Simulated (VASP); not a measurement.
**MgS5: single point with PBE**

Crystal: MgS5.

```xyz
6
Lattice="4.6503 0.0000 0.0000 -2.3252 4.0273 0.0000 0.0000 0.0000 7.3593" Properties=species:S:1:pos:R:3 pbc="T T T"
Mg    0.0000    0.0000    0.0000
S    -1.7126    2.9663    3.6796
S     3.4252    0.0000    3.6796
S     0.6126    1.0610    3.6796
S     2.3252    1.3424    0.0000
S     0.0000    2.6849    0.0000
```

The cell was generated, and may not be a known phase.

* Program: VASP 6.6.1
* Task: single point
* Functional: PBE
* Potentials or basis: VASP PAW PBE potentials, release 64 (Mg_sv, S)
* Cutoff: 840 eV
* k mesh: 6 × 6 × 4
* Occupations: gaussian, width 0.1 eV
* Spin: no spin polarisation
* Dipole correction: no
* Further INCAR settings: ALGO = Normal; EDIFF = 1e-06; NBANDS = 29

```
Pressure               : -0.3 GPa
Largest force          : 0.195 eV/Å
Band gap on the k mesh : zero (bands 20 and 21 overlap by 0.57 eV)
```

Forces in eV/Å, atoms in the order of the input:
```
Mg   0.000  0.000  0.000
S   -0.098  0.169  0.000
S    0.195  0.000  0.000
S   -0.098 -0.169  0.000
S    0.000  0.000  0.000
S    0.000  0.000  0.000
```

Stress tensor (GPa, compression positive):
```
-0.42  0.00  0.00
 0.00 -0.42  0.00
 0.00  0.00 -0.12
```

Levels at points of the mesh, in eV from the Fermi level:
| k point | band 18 | band 19 | band 20 | band 21 | band 22 | band 23 |
| --- | --- | --- | --- | --- | --- | --- |
| (0.00, 0.00, 0.00) | -1.09 | -1.09 | -0.03 | -0.03 | 0.37 | 2.21 |
| (0.50, 0.00, 0.00) | -0.73 | -0.32 | 0.35 | 0.73 | 1.26 | 2.63 |
| (0.00, 0.00, 0.50) | -1.15 | -1.15 | 0.08 | 0.08 | 0.46 | 2.90 |
| (0.50, 0.00, 0.50) | -0.98 | -0.40 | 0.37 | 0.76 | 1.26 | 2.61 |

Run time: 2.6 min on 1 thread of Intel(R) Xeon(R) Platinum 8259CL CPU @ 2.50GHz (Skylake/Cascade Lake), with other jobs on the host, peak memory 0.47 GiB.

Caveat: semilocal functionals underestimate gaps, and a narrow one can read as zero.
